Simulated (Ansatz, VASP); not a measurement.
**Two plane-wave programs on PtSe**

```
Pt Se
1.0
     0.00000    2.79841    2.79841
     2.79841    0.00000    2.79841
     2.79841    2.79841    0.00000
Pt Se
1 1
Direct
  0.50000 0.50000 0.50000
  0.00000 0.00000 0.00000
```

Alike in both runs: functional PBEsol-based screened hybrid with a share of 0.25 of exact exchange and HFSCREEN = 0.207; k mesh 4 × 4 × 4; occupations fermi-dirac, width 0.05 eV; no spin polarisation.

```csv
,VASP,Ansatz
version,VASP 6.6.1,Ansatz 0.2.0
potentials or method,"VASP PAW PBE potentials, release 64 (Pt, Se)",Ansatz PAW
plane-wave cutoff (eV),520,420
valence electrons in the cell,16,34
task,single point,band structure
```

|  | VASP | Ansatz | Ansatz less VASP |
| --- | --- | --- | --- |
| gap on the k mesh at the Fermi level (eV) | none | none | - |
| pressure (GPa) | -19.4 | -19.3 | +0.06 |

VASP's potentials were made for PBE, not for PBEsol-based screened hybrid. A gap of «none» marks a metal or a gap that the smearing closes. VASP's potentials hold 16 valence electrons a cell and Ansatz's 34, so a difference there can come from the potentials and not from the codes.

The k mesh is coarse, so the values compare programs but aren't converged. Neither program's run includes spin-orbit coupling.
